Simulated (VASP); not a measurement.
Input of a VASP 6.6.1 run:

INCAR

```
  ALGO = Normal
  EDIFF = 1E-6
  ENCUT = 520
  GGA = PS
  ISIF = 2
  ISMEAR = -1
  LASPH = True
  LCHARG = False
  LREAL = False
  LWAVE = False
  NBANDS = 20
  NELM = 60
  PREC = Accurate
  SIGMA = 0.1
```

Contents of KPOINTS:

```
k-points
0
Gamma
  14 14 11
```

POSCAR

```
Ga
1.0
    1.3539661925     -4.1307533615      0.0240046520
    1.3539661925      4.1307533615      0.0240046520
   -0.0571869259      0.0000000000      3.2012522897
Ga
2
Direct
    0.8677158820      0.1322841180      0.2500000000
    0.1322841180      0.8677158820      0.7500000000
```

Potentials or basis: VASP PAW PBE potentials, release 64 (Ga_d).

The run is started by

```bash
$ cat potpaw_PBE.64/Ga_d/POTCAR > POTCAR
$ mpirun -np 1 vasp_std > vasp.out
```

Estimate the largest force.

0.018 eV/Å.

Estimate the pressure.

0.1 GPa.

What does it give for the band gap on the k mesh?

Zero (band 13 reaches 10.36 eV, above the bottom of band 14 at 1.82 eV).

Stress tensor (GPa, compression positive):
```
 1.05  0.00  0.01
 0.00 -1.05  0.00
 0.01  0.00  0.44
```

Caveat: the PAW data sets were made with another functional, which shifts forces and pressure a little.
